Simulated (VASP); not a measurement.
Write the native input for VASP 6.6.1 that does the following.

* Task: relaxation of cell and atoms
* Functional: r2SCAN
* Dispersion: rVV10
* Potentials or basis: VASP PAW PBE potentials, release 64 (Na_pv, Cl)
* Cutoff: 600 eV
* k mesh: 6 × 6 × 6
* Occupations: fermi-dirac, width 0.03 eV
* Spin: no spin polarisation
* Dipole correction: no
* Further INCAR settings: ALGO = Normal; EDIFF = 1e-07; IBRION = 2; EDIFFG = -0.01; NSW = 100; ISIF = 3

NaCl:

```
Na Cl
1.0
     3.44695    0.00000    0.00000
     0.00000    3.44695    0.00000
     0.00000    0.00000    3.44695
Na Cl
1 1
Direct
  0.00000 0.00000 0.00000
  0.50000 0.50000 0.50000
```

These files were run (other wordings do the same):

POSCAR

```
NaCl
1.0
    3.4469472637      0.0000000000      0.0000000000
    0.0000000000      3.4469472637      0.0000000000
    0.0000000000      0.0000000000      3.4469472637
Na Cl
1 1
Direct
    0.0000000000      0.0000000000      0.0000000000
    0.5000000000      0.5000000000      0.5000000000
```

INCAR.step1

```
PREC     = Accurate       # precision mode
ENCUT    = 600            # plane-wave cutoff, eV
ISMEAR   = -1             # smearing method
SIGMA    = 0.03           # smearing width, eV
LREAL    = F              # projectors in reciprocal space
LASPH    = T              # aspherical terms in the spheres
NELM     = 80             # most SCF steps
GGA      = PE             # functional
ALGO     = Normal         # electronic algorithm
EDIFF    = 1E-4           # SCF threshold, eV
LWAVE    = T              # write WAVECAR
LCHARG   = F              # write CHGCAR
```

INCAR.step2

```
PREC     = Accurate       # precision mode
ENCUT    = 600            # plane-wave cutoff, eV
EDIFF    = 1E-7           # SCF threshold, eV
ISMEAR   = -1             # smearing method
SIGMA    = 0.03           # smearing width, eV
LREAL    = F              # projectors in reciprocal space
LASPH    = T              # aspherical terms in the spheres
NELM     = 80             # most SCF steps
ALGO     = Normal         # electronic algorithm
ISIF     = 3              # what is computed and relaxed
LWAVE    = F              # write WAVECAR
LCHARG   = F              # write CHGCAR
METAGGA  = R2SCAN         # meta-GGA
LMIXTAU  = T            
LUSE_VDW = T            
IVDW_NL  = 2            
BPARAM   = 11.95        
CPARAM   = 0.0093       
IBRION   = 2              # ionic algorithm
NSW      = 100            # ionic steps
EDIFFG   = -0.01          # ionic threshold
ISTART   = 1
```

KPOINTS

```
Automatic mesh
0
Gamma
  6 6 6
```

Potentials or basis: VASP PAW PBE potentials, release 64 (Na_pv, Cl).

Launch:

```sh
$ cat potpaw_PBE.64/Na_pv/POTCAR potpaw_PBE.64/Cl/POTCAR > POTCAR
$ cp INCAR.step1 INCAR
$ mpirun -np 1 vasp_std > vasp.out
$ cp INCAR.step2 INCAR
$ mpirun -np 1 vasp_std > vasp.out
```

Results of the run:

The relaxed volume is 20.13 Å³/atom and the relaxed cell is a = 3.427 Å, b = 3.427 Å, c = 3.427 Å, α = 90.00°, β = 90.00°, γ = 90.00°. The space group after relaxing (to 0.1 Å) is Pm-3m (No. 221) and the energy gained by relaxing is 0.7 meV/atom. The ionic steps are 5, the pressure after relaxing is 0.0 GPa and the band gap on the k mesh is 4.98 eV (least direct gap 5.55 eV).

Caveat: the PAW data sets were made with another functional, which shifts forces and pressure a little.

It took 4.6 min on 1 thread of Intel(R) Xeon(R) Platinum 8259CL CPU @ 2.50GHz (Skylake/Cascade Lake) (shared host), peak memory 0.26 GiB.
